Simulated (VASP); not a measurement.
# Sn2Bi (I4/mmm) in VASP: a series of runs, part 2 of 2

VASP 6.6.1.

### Step 3. Single point, PBE

This run uses another cell than the first one, of 29.11 Å³/atom.

File INCAR:

```
SYSTEM = Sn2Bi
  ALGO = Normal
  EDIFF = 1E-6
  ENCUT = 520
  GGA = PE
  ISIF = 2
  ISMEAR = 0
  LASPH = .True.
  LCHARG = .False.
  LREAL = .False.
  LWAVE = .False.
  NBANDS = 28
  NELM = 100
  PREC = Accurate
  SIGMA = 0.1
```

File KPOINTS:

```
k-points
0
Gamma
  6 6 6
  0 0 0
```

File POSCAR:

```
Sn2Bi
1.0
   -1.9969972495      1.9969972495      5.4740444217
    1.9969972495     -1.9969972495      5.4740444217
    1.9969972495      1.9969972495     -5.4740444217
Sn Bi
2 1
Direct
    0.6709572792      0.6709572792      0.0000000000
    0.3290427208      0.3290427208      0.0000000000
    0.0000000000      0.0000000000      0.0000000000
```

Potentials or basis: VASP PAW PBE potentials, release 64 (Sn_d, Bi_d).

Command:

```
$ cat potpaw_PBE.64/Sn_d/POTCAR potpaw_PBE.64/Bi_d/POTCAR > POTCAR
$ mpirun -np 1 vasp_std > vasp.out
```

Wall time 3.1 min (1 thread of Oxide Virtual Turin-like, shared host); peak memory 0.31 GiB.

Results (log left out):

```yaml
Free_energy: -11.3366 eV
Pressure: 0.0 GPa
Largest_force: 0.013 eV/Å
Band_gap_on_the_k_mesh: zero (an odd number of electrons rules out a gap without spin polarisation)
```

Forces in eV/Å, atoms in the order of the input:
```
Sn   0.000  0.000  0.013
Sn   0.000  0.000 -0.013
Bi   0.000  0.000  0.000
```

Stress tensor (GPa, compression positive):
```
-0.07  0.00  0.00
 0.00 -0.07  0.00
 0.00  0.00  0.08
```

Levels at points of the mesh, in eV from the Fermi level:
```
           k point  band 19  band 20  band 21  band 22  band 23  band 24
(0.00, 0.00, 0.00)    -0.98    -0.93    -0.36    -0.36     0.19     0.19
(0.50, 0.00, 0.00)    -4.56    -0.68    -0.61     0.91     1.81     2.61
(0.50, 0.50, 0.00)    -4.78    -3.54    -3.11    -1.27    -0.70     0.35
(0.50, 0.50, 0.50)    -1.53    -1.53     0.07     2.45     2.57     3.27
```

Caveat: spin-orbit coupling is left out, which moves the levels of the heavy elements.

### Step 4. Relaxation of cell and atoms, PBE

File INCAR:

```
PREC = Accurate
ENCUT = 600
EDIFF = 1E-7
ISMEAR = 0
SIGMA = 0.1
LREAL = F
LASPH = T
NELM = 100
ALGO = Fast
ISIF = 3
LWAVE = F
LCHARG = F
GGA = PE
IBRION = 2
NSW = 90
EDIFFG = -0.04
```

File KPOINTS:

```
Automatic mesh
0
Gamma
  6 6 6
```

File POSCAR:

```
Sn2Bi
1.0
   -2.0066525028      2.0066525028      4.9225694208
    2.0066525028     -2.0066525028      4.9225694208
    2.0066525028      2.0066525028     -4.9225694208
Sn Bi
2 1
Direct
    0.6650000000      0.6650000000      0.0000000000
    0.3350000000      0.3350000000      0.0000000000
    0.0000000000      0.0000000000      0.0000000000
```

Potentials or basis: VASP PAW PBE potentials, release 64 (Sn_d, Bi_d).

Command:

```
$ cat potpaw_PBE.64/Sn_d/POTCAR potpaw_PBE.64/Bi_d/POTCAR > POTCAR
$ mpirun -np 1 vasp_std > vasp.out
```

OUTCAR:

```text
PREC = Accurate
   ENCUT = 600
   EDIFF = 1E-7
   ISMEAR = 0
   LREAL = F
   LASPH = T
   NELM = 100
   ISIF = 3
   GGA = PE
   IBRION = 2
   NSW = 90
   EDIFFG = -0.04

 ion  position               nearest neighbor table
   1  0.665  0.665  0.000-   2 3.25   3 3.27   3 3.27   3 3.27   3 3.27   2 3.29   2 3.29   2 3.29
                             2 3.29   3 3.30
   2  0.335  0.335  0.000-   1 3.25   3 3.27   3 3.27   3 3.27   3 3.27   1 3.29   1 3.29   1 3.29
                             1 3.29   3 3.30
   3  0.000  0.000  0.000-   2 3.27   1 3.27   1 3.27   1 3.27   1 3.27   2 3.27   2 3.27   2 3.27
                             1 3.30   2 3.30

  LATTYP: Found a body centered tetragonal cell.
 ALAT       =     4.0133050056
 C/A-ratio  =     2.4531249999

  Lattice vectors:

 A1 = (  -2.0066525028,   2.0066525028,   4.9225694208)
 A2 = (   2.0066525028,  -2.0066525028,   4.9225694208)
 A3 = (   2.0066525028,   2.0066525028,  -4.9225694208)

Analysis of symmetry for initial positions (statically):
=====================================================================
 Subroutine PRICEL returns:
 Original cell was already a primitive cell.

 Routine SETGRP: Setting up the symmetry group for a
 body centered tetragonal supercell.

 Subroutine GETGRP returns: Found 16 space group operations
 (whereof 16 operations were pure point group operations)
 out of a pool of 16 trial point group operations.

The static configuration has the point symmetry D_4h.
[... 202 lines left out ...]

 number of electron      42.9999995 magnetization

 E-fermi :   6.9625     XC(G=0):  -9.9066

 val. band max:        6.8943260154   @ k =   0.1667   0.1667   0.0000
 cond. band min:       6.9626877427   @ k =   0.5000   0.5000   0.3333
 fundamental gap:      0.0683617273
 Fermi energy:         6.9624990501

 k-point     1 :       0.0000    0.0000    0.0000
  band No.  band energies     occupation
      1     -15.8502      2.00000
      2     -15.8368      2.00000
      3     -15.8368      2.00000
      4     -15.8324      2.00000
      5     -15.8194      2.00000
      6     -14.5432      2.00000
[... 730 lines left out ...]
  FREE ENERGIE OF THE ION-ELECTRON SYSTEM (eV)
  ---------------------------------------------------
  free  energy   TOTEN  =       -11.2480116503 eV

  energy  without entropy=      -11.2348750256  energy(sigma->0) =      -11.24144334

[... ionic steps 4 to 11 ...]

--------------------------------------- Ionic step       12  -------------------------------------------

 number of electron      42.9999997 magnetization

------------------------ aborting loop because EDIFF is reached ----------------------------------------
[... 69 lines left out ...]
--------------------------------------- Ionic step       14  -------------------------------------------

 number of electron      43.0000006 magnetization

 Free energy of the ion-electron system (eV)
  ---------------------------------------------------
  ext. energy  EPLUGINS =         0.00000000
  ---------------------------------------------------
  free energy    TOTEN  =       -11.33390489 eV

  energy without entropy =      -11.32651524  energy(sigma->0) =      -11.33021006

 E-fermi :   7.8077     XC(G=0): -10.2231

 val. band max:        7.7470913097   @ k =   0.3333   0.1667   0.1667
 cond. band min:       7.8161958345   @ k =   0.5000   0.1667   0.0000
 fundamental gap:      0.0691045248
 Fermi energy:         7.8077311412

 k-point     1 :       0.0000    0.0000    0.0000
  band No.  band energies     occupation
      1     -15.1442      2.00000
      2     -15.1395      2.00000
      3     -15.1275      2.00000
      4     -15.1275      2.00000
      5     -15.1141      2.00000
      6     -13.8166      2.00000
[... 693 lines left out ...]
  FREE ENERGIE OF THE ION-ELECTRON SYSTEM (eV)
  ---------------------------------------------------
  free  energy   TOTEN  =       -11.3339048860 eV

  energy  without entropy=      -11.3265152353  energy(sigma->0) =      -11.33021006

 reached required accuracy - stopping structural energy minimisation
```

OSZICAR:

```text
N       E                     dE             d eps       ncg     rms          rms(c)
DAV:   1     0.420693164188E+03    0.42069E+03   -0.24592E+04  1500   0.281E+03
DAV:   2     0.346727095635E+02   -0.38602E+03   -0.38362E+03  1508   0.593E+02
DAV:   3    -0.931055352312E+01   -0.43983E+02   -0.43478E+02  1703   0.203E+02
[... 199 lines left out ...]
RMM:   6    -0.113339063995E+02   -0.11111E-04   -0.97093E-05  1896   0.104E-01    0.153E-02
RMM:   7    -0.113339039186E+02    0.24808E-05   -0.45342E-05  1822   0.709E-02    0.498E-03
RMM:   8    -0.113339049356E+02   -0.10170E-05   -0.15410E-05  2213   0.326E-02    0.326E-03
RMM:   9    -0.113339048669E+02    0.68755E-07   -0.22717E-06  1561   0.992E-03    0.611E-04
RMM:  10    -0.113339049829E+02   -0.11605E-06   -0.69719E-07  1138   0.589E-03    0.107E-03
RMM:  11    -0.113339048860E+02    0.96959E-07   -0.20553E-07   924   0.313E-03
  14 F= -.11333905E+02 E0= -.11330210E+02  d E =-.150690E-02
```

CONTCAR:

```text
Sn2Bi
   1.00000000000000
    -1.9999281190741880    1.9999281190741880    5.4748467183145806
     1.9999281190741880   -1.9999281190741880    5.4748467183145806
     1.9999281190741880    1.9999281190741880   -5.4748467183145806
  Sn              Bi
     2     1
Direct
     0.6717996862213418    0.6717996862213418    0.0000000000000000
     0.3282003137786580    0.3282003137786580    1.0000000000000000
     0.0000000000000000    0.0000000000000000    0.0000000000000000

  0.00000000E+00  0.00000000E+00  0.00000000E+00
  0.00000000E+00  0.00000000E+00  0.00000000E+00
  0.00000000E+00  0.00000000E+00  0.00000000E+00
```

Run time: 59 min. Hardware: 1 thread of Oxide Virtual Turin-like, shared host; peak memory 0.34 GiB.

What came out:

| Quantity | Value |
| --- | --- |
| Free energy | -11.3339 eV |
| Relaxed volume | 29.20 Å³/atom |
| Relaxed cell | a = 6.162 Å, b = 6.162 Å, c = 6.162 Å, α = 142.12°, β = 142.12°, γ = 54.64° |
| Space group after relaxing (to 0.1 Å) | I4/mmm (No. 139) |
| Energy gained by relaxing | 103.2 meV/atom |
| Ionic steps | 14 |
| Pressure after relaxing | -0.1 GPa |
| Largest force after relaxing | 0.014 eV/Å |
| Band gap on the k mesh | zero (an odd number of electrons rules out a gap without spin polarisation) |

Forces in eV/Å, atoms in the order of the input:
```
Sn   0.000  0.000 -0.014
Sn   0.000  0.000  0.014
Bi   0.000  0.000  0.000
```

The path:
```csv
step,energy change (eV),largest force (eV/Å),pressure (GPa),volume (Å³)
1,0.0000,0.1355,7.16,79.29
2,-0.2012,0.0266,-2.07,93.60
3,-0.2238,0.0050,-0.25,89.70
4,-0.2238,0.0074,-0.38,89.92
5,-0.2530,0.0570,-0.68,89.79
6,-0.2932,0.1121,-0.97,89.43
7,-0.2949,0.1219,-0.97,89.30
8,-0.2970,0.1347,0.80,85.89
9,-0.3010,0.1307,-0.02,87.40
10,-0.3037,0.1116,0.04,87.29
11,-0.3057,0.0702,0.20,87.08
12,-0.3072,0.0520,0.02,87.39
13,-0.3082,0.0096,-0.34,88.04
14,-0.3097,0.0138,-0.15,87.59
```

Final structure:
```cif
data_structure
_symmetry_space_group_name_H-M 'P 1'
_symmetry_Int_Tables_number 1
_cell_length_a 6.1623
_cell_length_b 6.1623
_cell_length_c 6.1623
_cell_angle_alpha 142.124
_cell_angle_beta 142.124
_cell_angle_gamma 54.642
_cell_volume 87.59
loop_
_atom_site_label
_atom_site_type_symbol
_atom_site_fract_x
_atom_site_fract_y
_atom_site_fract_z
_atom_site_occupancy
Sn1 Sn 0.67180 0.67180 0.00000 1
Sn2 Sn 0.32820 0.32820 0.00000 1
Bi1 Bi 0.00000 0.00000 0.00000 1
```

Caveat: spin-orbit coupling is left out, which moves the levels of the heavy elements.

### Step 5. Summary

```tsv
task	cell	cutoff (eV)	gap on the mesh (eV)	pressure (GPa)	largest force (eV/Å)
single point	a = 5.682 Å, angles 138.6, 138.6, 59.9°, 3 atoms, atomic positions A	520	none	7.1	0.14
single point	a = 6.160 Å, angles 142.2, 142.2, 54.6°, 3 atoms, atomic positions B	520	none	0.0	0.01
relaxation of cell and atoms	relaxed from a = 5.682 Å, angles 138.6, 138.6, 59.9°, 3 atoms, atomic positions A	600	none	-0.1	0.01
```

Alike in all rows: level PBE; potentials or basis VASP PAW PBE potentials, release 64 (Sn_d, Bi_d); no spin polarisation; k mesh 6 × 6 × 6; smearing gaussian 0.1 eV.

Caveats: spin-orbit coupling is left out, which moves the levels of the heavy elements; the cell stands under pressure (at least some runs).

Total energies depend on the potentials used, so only differences within one code and one set of settings carry meaning.

The gap in the log of VASP goes by the Fermi energy; the results here count the filled bands.